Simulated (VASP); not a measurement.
# I (Cmce) in VASP: further runs

The runs below take I through electric field gradients, with r2SCAN.

All numbers are computed with VASP 6.6.1; they aren't measurements. Logs are shortened: lines on timing, memory, paths and dates and some standing lists are left out, and cuts for length are marked.

## 1. The cell of the first run

It takes space group Cmce (No. 64, orthorhombic). Conventional cell: a = 7.157 Å, b = 4.730 Å, c = 9.648 Å, α = 90.00°, β = 90.00°, γ = 90.00°. I (site symmetry m) has 3 I at 2.67 to 3.49 Å within 3.5 Å.

## 2. Electric field gradients, r2SCAN (functional r2scan, volume scaled by 0.96)

POSCAR reads:

```
I
1.0
    3.5784737198     -2.3650973793      0.0000000000
    3.5784737198      2.3650973793      0.0000000000
    0.0000000000      0.0000000000      9.6478216348
I
4
Direct
    0.8500000000      0.1500000000      0.1170000000
    0.6500000000      0.3500000000      0.6170000000
    0.1500000000      0.8500000000      0.8830000000
    0.3500000000      0.6500000000      0.3830000000
```

INCAR.step1 reads:

```
ALGO     = Normal         # electronic algorithm
EDIFF    = 1E-4           # SCF threshold, eV
ENCUT    = 520            # plane-wave cutoff, eV
GGA      = PE             # functional
ISMEAR   = -1             # smearing method
LASPH    = T              # aspherical terms in the spheres
LCHARG   = F              # write CHGCAR
LREAL    = F              # projectors in reciprocal space
LWAVE    = T              # write WAVECAR
NBANDS   = 22             # bands
NELM     = 60             # most SCF steps
PREC     = Accurate       # precision mode
SIGMA    = 0.03           # smearing width, eV
```

INCAR.step2 reads:

```
ALGO     = Normal         # electronic algorithm
EDIFF    = 1E-8           # SCF threshold, eV
ENCUT    = 520            # plane-wave cutoff, eV
ISIF     = 2              # what is computed and relaxed
ISMEAR   = -1             # smearing method
ISTART   = 1            
LASPH    = T              # aspherical terms in the spheres
LCHARG   = F              # write CHGCAR
LEFG     = T            
LMIXTAU  = T            
LREAL    = F              # projectors in reciprocal space
LWAVE    = F              # write WAVECAR
METAGGA  = R2SCAN         # meta-GGA
NBANDS   = 22             # bands
NELM     = 60             # most SCF steps
PREC     = Accurate       # precision mode
SIGMA    = 0.03           # smearing width, eV
```

KPOINTS reads:

```
k-points
0
Gamma
  6 6 3
```

Potentials or basis: VASP PAW PBE potentials, release 64 (I).

The run is started by

```sh
$ cat potpaw_PBE.64/I/POTCAR > POTCAR
$ cp INCAR.step1 INCAR
$ mpirun -np 1 vasp_std > vasp.out
$ cp INCAR.step2 INCAR
$ mpirun -np 1 vasp_std > vasp.out
```

OUTCAR:

```text
EDIFF = 1E-8
   ENCUT = 520
   ISIF = 2
   ISMEAR = -1
   ISTART = 1
   LASPH = T
   LREAL = F
   METAGGA = R2SCAN
   NELM = 60
   PREC = Accurate

 ion  position               nearest neighbor table
   1  0.850  0.150  0.117-   3 2.67   4 3.49   4 3.49
   2  0.650  0.350  0.617-   4 2.67   3 3.49   3 3.49
   3  0.150  0.850  0.883-   1 2.67   2 3.49   2 3.49
   4  0.350  0.650  0.383-   2 2.67   1 3.49   1 3.49

  LATTYP: Found a base centered orthorhombic cell.
 ALAT       =     4.7301947586
 B/A-ratio  =     1.5130344108
 C/A-ratio  =     2.0396246090

  Lattice vectors:

 A1 = (  -3.5784737198,  -2.3650973793,   0.0000000000)
 A2 = (   3.5784737198,  -2.3650973793,   0.0000000000)
 A3 = (   0.0000000000,   0.0000000000,   9.6478216348)

Analysis of symmetry for initial positions (statically):
=====================================================================
 Subroutine PRICEL returns:
 Original cell was already a primitive cell.

 Routine SETGRP: Setting up the symmetry group for a
 base centered orthorhombic supercell.

 Subroutine GETGRP returns: Found  8 space group operations
 (whereof  4 operations were pure point group operations)
 out of a pool of  8 trial point group operations.

The static configuration has the point symmetry C_2h.
 The point group associated with its full space group is D_2h.

Analysis of symmetry for dynamics (positions and initial velocities):
=====================================================================
 Subroutine PRICEL returns:
 Original cell was already a primitive cell.

 Routine SETGRP: Setting up the symmetry group for a
 base centered orthorhombic supercell.

 Subroutine GETGRP returns: Found  8 space group operations
 (whereof  4 operations were pure point group operations)
 out of a pool of  8 trial point group operations.

The dynamic configuration has the point symmetry C_2h.
 The point group associated with its full space group is D_2h.

 Subroutine INISYM returns: Found  8 space group operations
 (whereof  4 operations are pure point group operations),
 and found     1 'primitive' translations

----------------------------------------------------------------------------------------

                                     Primitive cell

  volume of cell :     163.3075

  direct lattice vectors                    reciprocal lattice vectors
     3.578473720 -2.365097379  0.000000000     0.139724374 -0.211407786  0.000000000
     3.578473720  2.365097379  0.000000000     0.139724374  0.211407786  0.000000000
     0.000000000  0.000000000  9.647821635     0.000000000  0.000000000  0.103650341

  length of vectors
     4.289424178  4.289424178  9.647821635     0.253409062  0.253409062  0.103650341

  position of ions in fractional coordinates (direct lattice)
     0.850000000  0.150000000  0.117000000
     0.650000000  0.350000000  0.617000000
     0.150000000  0.850000000  0.883000000
     0.350000000  0.650000000  0.383000000

  ion indices of the primitive-cell ions
   primitive index   ion index
                 1           1
                 2           2
                 3           3
                 4           4

----------------------------------------------------------------------------------------

 KPOINTS: k-points

Automatic generation of k-mesh.
 Grid dimensions read from file:
 generate k-points for:    6    6    3

 Generating k-lattice:

  Cartesian coordinates                     Fractional coordinates (reciprocal lattice)
     0.023287396 -0.035234631  0.000000000     0.166666667  0.000000000  0.000000000
[... 42 lines left out ...]
   number of dos      NEDOS =    301   number of ions     NIONS =      4
   total plane-waves  NPLWV =  73728
   dimension x,y,z NGX =    32 NGY =   32 NGZ =   72
   dimension x,y,z NGXF=    64 NGYF=   64 NGZF=  144
   ions per type =               4
   NGX,Y,Z   is equivalent  to a cutoff of  12.40, 12.40, 12.41 a.u.
   NGXF,Y,Z  is equivalent  to a cutoff of  24.80, 24.80, 24.81 a.u.
 SYSTEM =  unknown system
   PREC   = accura    normal or accurate (medium, high low for compatibility)
   ISTART =      1    job   : 0-new  1-cont  2-samecut
   ICHARG =      0    charge: 1-file 2-atom 10-const
   ISPIN  =      1    spin polarized calculation?
   LNONCOLLINEAR =      F non collinear calculations
   LSORBIT =      F    spin-orbit coupling
   LASPH  =      T    aspherical Exc in radial PAW
   ENCUT  =  520.0 eV  38.22 Ry    6.18 a.u.   7.98  7.98 17.94*2*pi/ulx,y,z
   NELM   =     60;   NELMIN=  2; NELMDL=  0     # of ELM steps
   EDIFF  = 0.1E-07   stopping-criterion for ELM
   LREAL  =      F    real-space projection
   EDIFFG = 0.1E-06   stopping-criterion for IOM
   NSW    =      0    number of steps for IOM
   IBRION =     -1    ionic relax: 0-MD 1-quasi-New 2-CG
   NFREE  =      0    steps in history (QN), initial steepest desc. (CG)
   ISIF   =      2    stress and relaxation
   ISYM   =      2    0-nonsym 1-usesym 2-fastsym
   POTIM  = 0.5000    time-step for ionic-motion
   TEBEG  =    0.0;   TEEND  =   0.0 temperature during run
   PSTRESS=    0.0 pullay stress
   NELECT =      28.0000    total number of electrons
   NUPDOWN=      -1.0000    fix difference up-down
   EMIN   =  10.00;   EMAX   =-10.00  energy-range for DOS
   EFERMI =   0.00;   METHOD = LEGACY
   ISMEAR =    -1;   SIGMA  =   0.03  broadening in eV -4-tet -1-fermi 0-gaus
   EFERMI_NEDOS =   21; number of points for ismear=-14 and -15
   IALGO  =     38    algorithm
   IMIX   =      4    mixing-type and parameters
     AMIX     =   0.40;   BMIX     =  1.00
     AMIX_MAG =   1.60;   BMIX_MAG =  1.00
  volume/ion in A,a.u.               =      40.83       275.51
  Fermi-wavevector in a.u.,A,eV,Ry     =   0.909478  1.718664 11.254059  0.827150
  Thomas-Fermi vector in A             =   2.033527
   LORBIT       =      0    0 simple, 1 ext, 2 COOP (PROOUT), +10 PAW based schemes
   METAGGA = R2SCAN    functional components
   LHFCALC =     F    Hartree Fock is set to
   AEXX    =    0.0000 exact exchange contribution
   IVDW    =     0    specifies the selected vdW correction
   LEPSILON=     F    determine dielectric tensor
   LRPA    =     F    only Hartree local field effects (RPA)
 non-spin polarized calculation
  energy-cutoff  :      520.00
  volume of cell :      163.31
 maximum number of plane-waves:      4423
   NGX = 15   NGY = 15   NGZ = 35

 number of electron      28.0000004 magnetization

 Free energy of the ion-electron system (eV)
  ---------------------------------------------------
  ext. energy  EPLUGINS =         0.00000000
  ---------------------------------------------------
  free energy    TOTEN  =       -98.11492878 eV

  energy without entropy =      -98.11492878  energy(sigma->0) =      -98.11492878

 E-fermi :   3.2690     XC(G=0):  -8.5952

 val. band max:        2.6374408632   @ k =   0.0000   0.0000   0.0000
 cond. band min:       4.2287673254   @ k =   0.5000   0.5000   0.3333
 fundamental gap:      1.5913264621
 Fermi energy:         3.2689978296

 k-point     1 :       0.0000    0.0000    0.0000
  band No.  band energies     occupation
      1     -11.5614      2.00000
      2     -11.0039      2.00000
      3      -9.3325      2.00000
      4      -8.1429      2.00000
      5      -2.1920      2.00000
      6      -0.6402      2.00000
[... 589 lines left out ...]
     21      10.6671      0.00000
     22      11.2271      0.00000

 [... further k-points ...]

------------------------ aborting loop because EDIFF is reached ----------------------------------------

  FORCE on cell =-STRESS in cart. coord.  units (eV):
  Direction    XX          YY          ZZ          XY          YZ          ZX
  --------------------------------------------------------------------------------------
  -------------------------------------------------------------------------------------
  Total        1.0490077      1.7577475      3.5948762      0.0000000      0.0000000      0.0000000
  in kB       10.2916053     17.2449105     35.2686149      0.0000000      0.0000000      0.0000000
  external PRESSURE =      20.9350435 kB  Pullay stress =       0.0000000 kB

 VOLUME and BASIS-vectors are now :
 -----------------------------------------------------------------------------
  energy-cutoff  :      520.00
  volume of cell :      163.31
      direct lattice vectors                 reciprocal lattice vectors
     3.578473720 -2.365097379  0.000000000     0.139724374 -0.211407786  0.000000000
     3.578473720  2.365097379  0.000000000     0.139724374  0.211407786  0.000000000
     0.000000000  0.000000000  9.647821635     0.000000000  0.000000000  0.103650341

 POSITION                                       TOTAL-FORCE (eV/Angst)
 -----------------------------------------------------------------------------------
      3.57847     -1.65557      1.12880         0.000000      0.412343      0.632634
      3.57847     -0.70953      5.95271         0.000000     -0.412343      0.632634
      3.57847      1.65557      8.51903         0.000000     -0.412343     -0.632634
      3.57847      0.70953      3.69512         0.000000      0.412343     -0.632634
 -----------------------------------------------------------------------------------
    total drift:                               -0.000000      0.000000      0.000000

  FREE ENERGIE OF THE ION-ELECTRON SYSTEM (eV)
  ---------------------------------------------------
  free  energy   TOTEN  =       -98.1149287764 eV

  energy  without entropy=      -98.1149287764  energy(sigma->0) =      -98.11492878

 Electric field gradients (V/A^2)
---------------------------------------------------------------------
 ion       V_xx      V_yy      V_zz      V_xy      V_xz      V_yz
---------------------------------------------------------------------
   1    -734.214    -3.062   737.276     0.000    -0.000   726.970
   2    -734.214    -3.062   737.276     0.000    -0.000  -726.970
   3    -734.214    -3.062   737.276    -0.000    -0.000   726.970
   4    -734.214    -3.062   737.276     0.000     0.000  -726.970
---------------------------------------------------------------------

 Electric field gradients after diagonalization (V/A^2)
 (convention: |V_zz| > |V_xx| > |V_yy|)
----------------------------------------------------------------------
 ion       V_xx      V_yy      V_zz     asymmetry (V_yy - V_xx)/ V_zz
----------------------------------------------------------------------
   1    -734.214  -448.681  1182.895       0.241
   2    -734.214  -448.681  1182.895       0.241
   3    -734.214  -448.681  1182.895       0.241
   4    -734.214  -448.681  1182.895       0.241
----------------------------------------------------------------------

           NMR quadrupolar parameters

 Cq : quadrupolar parameter    Cq=e*Q*V_zz/h
 eta: asymmetry parameters     (V_yy - V_xx)/ V_zz
 Q  : nuclear electric quadrupole moment in mb (millibarn)
----------------------------------------------------------------------
 ion       Cq(MHz)       eta       Q (mb)
----------------------------------------------------------------------
   1       2.860       0.241       1.000
   2       2.860       0.241       1.000
   3       2.860       0.241       1.000
   4       2.860       0.241       1.000
----------------------------------------------------------------------
```

Wall time 3.1 min (1 thread of AMD EPYC 9R45 (Zen 5), shared host); peak memory 0.28 GiB.

Results:

* Free energy: -98.1149 eV
* Pressure: 2.1 GPa
* Largest force: 0.755 eV/Å
* Band gap on the k mesh: 1.59 eV, indirect (least direct gap 1.73 eV)

Forces in eV/Å, atoms in the order of the input:
```
I    0.000  0.412  0.633
I    0.000 -0.412  0.633
I    0.000 -0.412 -0.633
I    0.000  0.412 -0.633
```

Electric field gradients, principal values (V/Å²):
```csv
atom,least,middle,greatest (by size)
1 I,-448.681,-734.214,1182.895
2 I,-448.681,-734.214,1182.895
3 I,-448.681,-734.214,1182.895
4 I,-448.681,-734.214,1182.895
```

Caveat: the cell differs from its parent crystal (functional r2scan, volume scaled by 0.96); without QUAD_EFG the Cq values of the log hold for a quadrupole moment of 1 mb, not for the nuclei; the PAW data sets were made with another functional, which shifts forces and pressure a little; spin-orbit coupling is left out, which moves the levels of the heavy elements.

## 3. Electric field gradients, r2SCAN

This run uses another cell than the first one, of 42.53 Å³/atom, 1.042 times its volume.

POSCAR reads:

```
I
1.0
    3.6275000000     -2.3975000000      0.0000000000
    3.6275000000      2.3975000000      0.0000000000
    0.0000000000      0.0000000000      9.7800000000
I
4
Direct
    0.8500000000      0.1500000000      0.1170000000
    0.6500000000      0.3500000000      0.6170000000
    0.1500000000      0.8500000000      0.8830000000
    0.3500000000      0.6500000000      0.3830000000
```

INCAR.step1 reads:

```
ALGO = Normal
EDIFF = 1E-4
ENCUT = 520
GGA = PE
ISMEAR = -1
LASPH = T
LCHARG = F
LREAL = F
LWAVE = T
NBANDS = 22
NELM = 100
PREC = Accurate
SIGMA = 0.03
```

INCAR.step2 reads:

```
ALGO = Normal
EDIFF = 1E-8
ENCUT = 520
ISIF = 2
ISMEAR = -1
ISTART = 1
LASPH = T
LCHARG = F
LEFG = T
LMIXTAU = T
LREAL = F
LWAVE = F
METAGGA = R2SCAN
NBANDS = 22
NELM = 100
PREC = Accurate
SIGMA = 0.03
```

KPOINTS is that of step 2.

Potentials or basis: VASP PAW PBE potentials, release 64 (I).

The run is started by

```sh
$ cat potpaw_PBE.64/I/POTCAR > POTCAR
$ cp INCAR.step1 INCAR
$ mpirun -np 1 vasp_std > vasp.out
$ cp INCAR.step2 INCAR
$ mpirun -np 1 vasp_std > vasp.out
```

OUTCAR:

```text
EDIFF = 1E-8
   ENCUT = 520
   ISIF = 2
   ISMEAR = -1
   ISTART = 1
   LASPH = T
   LREAL = F
   METAGGA = R2SCAN
   NELM = 100
   PREC = Accurate

 ion  position               nearest neighbor table
   1  0.850  0.150  0.117-   3 2.70   4 3.54   4 3.54
   2  0.650  0.350  0.617-   4 2.70   3 3.54   3 3.54
   3  0.150  0.850  0.883-   1 2.70   2 3.54   2 3.54
   4  0.350  0.650  0.383-   2 2.70   1 3.54   1 3.54

  LATTYP: Found a base centered orthorhombic cell.
 ALAT       =     4.7950000000
 B/A-ratio  =     1.5130344108
 C/A-ratio  =     2.0396246090
[... 831 lines left out ...]
 ion       V_xx      V_yy      V_zz      V_xy      V_xz      V_yz
---------------------------------------------------------------------
   1    -745.722    -2.031   747.753     0.000    -0.000   740.744
   2    -745.722    -2.031   747.753     0.000    -0.000  -740.744
   3    -745.722    -2.031   747.753     0.000    -0.000   740.744
   4    -745.722    -2.031   747.753     0.000    -0.000  -740.744
---------------------------------------------------------------------

 Electric field gradients after diagonalization (V/A^2)
 (convention: |V_zz| > |V_xx| > |V_yy|)
----------------------------------------------------------------------
 ion       V_xx      V_yy      V_zz     asymmetry (V_yy - V_xx)/ V_zz
----------------------------------------------------------------------
   1    -745.722  -457.347  1203.069       0.240
   2    -745.722  -457.347  1203.069       0.240
   3    -745.722  -457.347  1203.069       0.240
   4    -745.722  -457.347  1203.069       0.240
----------------------------------------------------------------------

           NMR quadrupolar parameters

 Cq : quadrupolar parameter    Cq=e*Q*V_zz/h
 eta: asymmetry parameters     (V_yy - V_xx)/ V_zz
 Q  : nuclear electric quadrupole moment in mb (millibarn)
----------------------------------------------------------------------
 ion       Cq(MHz)       eta       Q (mb)
----------------------------------------------------------------------
   1       2.909       0.240       1.000
   2       2.909       0.240       1.000
   3       2.909       0.240       1.000
   4       2.909       0.240       1.000
----------------------------------------------------------------------
```

OUTCAR.step1:

```text
EDIFF = 1E-4
   ENCUT = 520
   GGA = PE
   ISMEAR = -1
   LASPH = T
[... 830 lines left out ...]
      3.62750     -1.67825      1.14426         0.000000      0.287517      0.551501
      3.62750     -0.71925      6.03426         0.000000     -0.287517      0.551501
      3.62750      1.67825      8.63574         0.000000     -0.287517     -0.551501
      3.62750      0.71925      3.74574         0.000000      0.287517     -0.551501
 -----------------------------------------------------------------------------------
    total drift:                                0.000000      0.000000      0.000000

  FREE ENERGIE OF THE ION-ELECTRON SYSTEM (eV)
  ---------------------------------------------------
  free  energy   TOTEN  =        -5.9237284544 eV

  energy  without entropy=       -5.9237284544  energy(sigma->0) =       -5.92372845
```

OSZICAR.step1:

```text
N       E                     dE             d eps       ncg     rms          rms(c)
DAV:   1     0.152414310246E+03    0.15241E+03   -0.10211E+04  1144   0.102E+03
DAV:   2     0.608739787550E+01   -0.14633E+03   -0.14095E+03  1568   0.154E+02
DAV:   3    -0.587120301913E+01   -0.11959E+02   -0.11916E+02  1430   0.508E+01
DAV:   4    -0.614594147622E+01   -0.27474E+00   -0.27468E+00  1470   0.916E+00
DAV:   5    -0.615359432168E+01   -0.76528E-02   -0.76527E-02  1420   0.152E+00    0.956E+00
DAV:   6    -0.598126689244E+01    0.17233E+00   -0.15205E-01  1348   0.175E+00    0.653E+00
DAV:   7    -0.593410753926E+01    0.47159E-01   -0.38320E-01  1282   0.274E+00    0.683E-01
DAV:   8    -0.592350546324E+01    0.10602E-01   -0.54826E-02  1264   0.110E+00    0.342E-01
DAV:   9    -0.592362581823E+01   -0.12035E-03   -0.13637E-03  1408   0.202E-01    0.225E-01
DAV:  10    -0.592372632537E+01   -0.10051E-03   -0.11285E-04   830   0.620E-02    0.167E-01
DAV:  11    -0.592372845443E+01   -0.21291E-05   -0.54247E-05   770   0.385E-02
   1 F= -.59237285E+01 E0= -.59237285E+01  d E =-.757441E-10
```

Run time: 4 min. Hardware: 1 thread of AMD EPYC 9R45 (Zen 5), shared host; peak memory 0.3 GiB.

What came out:

- Free energy: -98.1769 eV
- Pressure: 0.8 GPa
- Largest force: 0.411 eV/Å
- Band gap on the k mesh: 1.50 eV, indirect (least direct gap 1.61 eV)

Forces in eV/Å, atoms in the order of the input:
```
I    0.000  0.201  0.359
I    0.000 -0.201  0.359
I    0.000 -0.201 -0.359
I    0.000  0.201 -0.359
```

Electric field gradients, principal values (V/Å²):
```csv
atom,least,middle,greatest (by size)
1 I,-457.347,-745.722,1203.069
2 I,-457.347,-745.722,1203.069
3 I,-457.347,-745.722,1203.069
4 I,-457.347,-745.722,1203.069
```

Caveat: without QUAD_EFG the Cq values of the log hold for a quadrupole moment of 1 mb, not for the nuclei; the PAW data sets were made with another functional, which shifts forces and pressure a little; spin-orbit coupling is left out, which moves the levels of the heavy elements. A k mesh can miss the band edges.
